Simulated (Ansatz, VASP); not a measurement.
# KBr: VASP beside Ansatz

The input INCAR:

```
ALGO = Normal ; EDIFF = 1E-6
ENCUT = 520 ; GGA = PE
ISIF = 2 ; ISMEAR = 1
LASPH = T ; LCHARG = F
LREAL = F ; LWAVE = F
NBANDS = 15 ; NELM = 100
PREC = Accurate ; SIGMA = 0.01
```

Contents of KPOINTS:

```
k-points
0
Gamma
  4 4 4
```

File POSCAR:

```
KBr
1.0
   -0.0242900000      3.3333800000      3.3340700000
    3.3419900000     -0.0061400000      3.3159300000
    3.3214300000      3.2946800000      0.0144100000
K Br
1 1
Direct
    0.9705600000      0.0155700000      0.9679800000
    0.5020700000      0.4667800000      0.5137100000
```

Input for Ansatz:

```yaml
crystal:
  lattice:
    - [-0.02429, 3.33338, 3.33407]
    - [3.34199, -0.00614, 3.31593]
    - [3.32143, 3.29468, 0.01441]
  atoms:
    - { symbol: K, position: [0.97056, 0.01557, 0.96798] }
    - { symbol: Br, position: [0.50207, 0.46678, 0.51371] }
basis:
  ecutwfc: 540.0
  xc_grid: 2
kpoints:
  mp_grid:
    grid: [4, 4, 4]
hamiltonian:
  xc: pbe
scf:
  convergence:
    dr2_threshold: 1.0e-09
  occupations:
    method: cold
    width: 0.01
output:
  forces: true
  stress: true
```

Alike in both runs: task single point; functional PBE; k mesh 4 × 4 × 4; no spin polarisation.

|  | VASP | Ansatz |
| --- | --- | --- |
| version | VASP 6.6.1 | Ansatz 0.2.0 |
| potentials or method | VASP PAW PBE potentials, release 64 (K_sv, Br), cutoff 520 eV | plane waves, PAW |
| occupations | methfessel-paxton of order 1, width 0.01 eV | cold, width 0.01 eV |
| valence electrons in the cell | 16 | 16 |

|  | VASP | Ansatz | Ansatz less VASP |
| --- | --- | --- | --- |
| pressure (GPa) | 0.8 | 0.7 | -0.04 |
| traceless stress, the component that is largest in VASP (GPa) | 0.94 | 0.92 | -0.014 |
| rms of the force components (eV/Å) | 0.209 | 0.206 | -0.0031 |

Atom by atom the forces differ by 0.003 eV/Å (rms over components). Ansatz's warnings: stress scf threshold loose.
